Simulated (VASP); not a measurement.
Runs of VASP 6.6.1 on Mg. The structure is that of space group Im-3m (No. 229), or close to it. The cells are those of the table. 

```tsv
cell	gap on the mesh (eV)	pressure (GPa)
a = 3.005 Å, angles 108.8, 108.8, 110.9°, 1 atom	none	(a)
a = 2.917 Å, angles 108.4, 108.4, 111.7°, 1 atom	none	9.2
a = 2.995 Å, angles 110.5, 110.5, 107.4°, 1 atom	none	4.4
a = 2.955 Å, angles 109.4, 109.4, 109.5°, 1 atom	none	6.6
```

Alike in all rows: task single point; level PBE; potentials or basis VASP PAW PBE potentials, release 64 (Mg); no spin polarisation; k mesh 18 × 18 × 18; cutoff (eV) 520; smearing gaussian 0.15 eV.

Problem. Fill in the values left out.

Solution. (a) 3.8.

Caveats: the cell stands under pressure.

A gap of «none» marks levels without a gap at the run's occupations.
